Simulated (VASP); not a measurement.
A run of VASP 6.6.1 is set up as follows.

File INCAR:

```
SYSTEM = Mg2Ge
ALGO = Normal ; EDIFF = 1E-8
ENCUT = 660 ; GGA_COMPAT = .FALSE.
IBRION = 6 ; ISIF = 3
ISMEAR = 0 ; LASPH = .TRUE.
LCHARG = .FALSE. ; LMIXTAU = .TRUE.
LREAL = .FALSE. ; LWAVE = .FALSE.
METAGGA = R2SCAN ; NELM = 120
NFREE = 2 ; NSW = 1
POTIM = 0.015 ; PREC = Accurate
SIGMA = 0.01
```

The input KPOINTS:

```
k-points
0
G
  6 6 6
  0 0 0
```

The input POSCAR:

```
Mg2Ge
1.0
    0.0000000000      2.9924847700      2.9924847700
    2.9924847700      0.0000000000      2.9924847700
    2.9924847700      2.9924847700      0.0000000000
Mg Ge
2 1
Direct
    0.2500000000      0.2500000000      0.2500000000
    0.7500000000      0.7500000000      0.7500000000
    0.0000000000      0.0000000000      0.0000000000
```

Potentials or basis: VASP PAW PBE potentials, release 64 (Mg, Ge_d).

Launch:

```bash
$ cat potpaw_PBE.64/Mg/POTCAR potpaw_PBE.64/Ge_d/POTCAR > POTCAR
$ mpirun -np 1 vasp_std > vasp.out
```

(1) What does it give for the elastic constants C11, C12, C44?

(2) Estimate the Voigt bulk modulus.

(3) Estimate the highest phonon frequency at Γ.

Results:

(1) 182, 53, 73 GPa.

(2) 96 GPa.

(3) 329 cm⁻¹.

Caveat: the cell is under stress, which shifts elastic constants; the PAW data sets were made with another functional, which shifts forces and pressure a little.
